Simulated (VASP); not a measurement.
Input of a VASP 6.6.1 run:

Contents of INCAR:

```
SYSTEM = PtSe2
ALGO     = Normal         ! electronic algorithm
DIPOL    = 0.5 0.5 0.500
EDIFF    = 1E-6           ! SCF threshold, eV
ENCUT    = 400            ! plane-wave cutoff, eV
GGA      = PE             ! functional
GGA_COMPAT= .FALSE.      
IDIPOL   = 3            
ISIF     = 2              ! what is computed and relaxed
ISMEAR   = 0              ! smearing method
IVDW     = 12             ! dispersion correction
LASPH    = .TRUE.         ! aspherical terms in the spheres
LCHARG   = .FALSE.        ! write CHGCAR
LDIPOL   = .TRUE.       
LREAL    = .FALSE.        ! projectors in reciprocal space
LWAVE    = .FALSE.        ! write WAVECAR
NBANDS   = 18             ! bands
NELM     = 120            ! most SCF steps
NELMDL   = -8           
PREC     = Accurate       ! precision mode
SIGMA    = 0.01           ! smearing width, eV
```

File KPOINTS:

```
k-points
0
G
  9 9 1
  0 0 0
```

File POSCAR:

```
PtSe2
1.0
    3.7069017943      0.0000000000      0.0000000000
   -1.8534508971      3.2102711232      0.0000000000
    0.0000000000      0.0000000000     31.1215005226
Se Pt
2 1
Direct
    0.6666666667      0.3333333333      0.4574342089
    0.3333333333      0.6666666667      0.5425657911
    0.0000000000      0.0000000000      0.5000000000
```

Potentials or basis: VASP PAW PBE potentials, release 64 (Se, Pt).

Run with:

```bash
$ cat potpaw_PBE.64/Se/POTCAR potpaw_PBE.64/Pt/POTCAR > POTCAR
$ mpirun -np 1 vasp_std > vasp.out
```

(1) Predict the dispersion energy per atom.

(2) Estimate the band gap on the k mesh.

Answers

(1) -0.299 eV.

(2) 1.35 eV (least direct gap 1.58 eV).

Caveat: spin-orbit coupling is left out, which moves the levels of the heavy elements.
